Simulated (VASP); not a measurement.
Wanted: the native input for a VASP 6.6.1 run.

| Property | Result |
| --- | --- |
| Task | electric field gradients |
| Functional | PBE |
| Potentials or basis | VASP PAW PBE potentials, release 64 (Rh_pv) |
| Cutoff | 520 eV |
| k mesh | 10 × 10 × 10 |
| Occupations | fermi-dirac, width 0.05 eV |
| Spin | no spin polarisation |
| Dipole correction | no |
| Further INCAR settings | ALGO = Normal; EDIFF = 1e-08; NBANDS = 22 |

The structure of Rh lies in POSCAR:

```
Rh
1.0
    0.0000000000      2.5993341490      2.5993341490
    2.5993341490      0.0000000000      2.5993341490
    2.5993341490      2.5993341490      0.0000000000
Rh
2
Direct
   -0.0875000000     -0.1375000000     -0.1375000000
    0.0875000000      0.1375000000      0.1375000000
```

This cell differs from its parent crystal: shortest bond scaled by 1.1.

These files were run (other wordings do the same):

INCAR

```
SYSTEM = Rh
PREC     = Accurate       ! precision mode
ENCUT    = 520            ! plane-wave cutoff, eV
EDIFF    = 1E-8           ! SCF threshold, eV
ISMEAR   = -1             ! smearing method
SIGMA    = 0.05           ! smearing width, eV
LREAL    = .False.        ! projectors in reciprocal space
LASPH    = .True.         ! aspherical terms in the spheres
NELM     = 100            ! most SCF steps
ALGO     = Normal         ! electronic algorithm
ISIF     = 2              ! what is computed and relaxed
LWAVE    = .False.        ! write WAVECAR
LCHARG   = .False.        ! write CHGCAR
GGA      = PE             ! functional
LEFG     = .True.       
NBANDS   = 22             ! bands
```

KPOINTS

```
Automatic mesh
0
Gamma
  10 10 10
  0 0 0
```

Potentials or basis: VASP PAW PBE potentials, release 64 (Rh_pv).

Launch:

```bash
$ cat potpaw_PBE.64/Rh_pv/POTCAR > POTCAR
$ mpirun -np 1 vasp_std > vasp.out
```

It gave:

```
Pressure               : 40.5 GPa
Largest force          : 4.020 eV/Å
Band gap on the k mesh : zero (band 15 reaches 9.27 eV, above the bottom of band 16 at 7.89 eV)
```

Caveat: the cell differs from its parent crystal (shortest bond scaled by 1.1); without QUAD_EFG the Cq values of the log hold for a quadrupole moment of 1 mb, not for the nuclei; forces of over 1 eV/Å act on the atoms, so gaps and moduli don't describe the material at rest.

Run time: 90 s on 1 thread of Intel Xeon 6975P-C (shared host), peak memory 0.2 GiB.
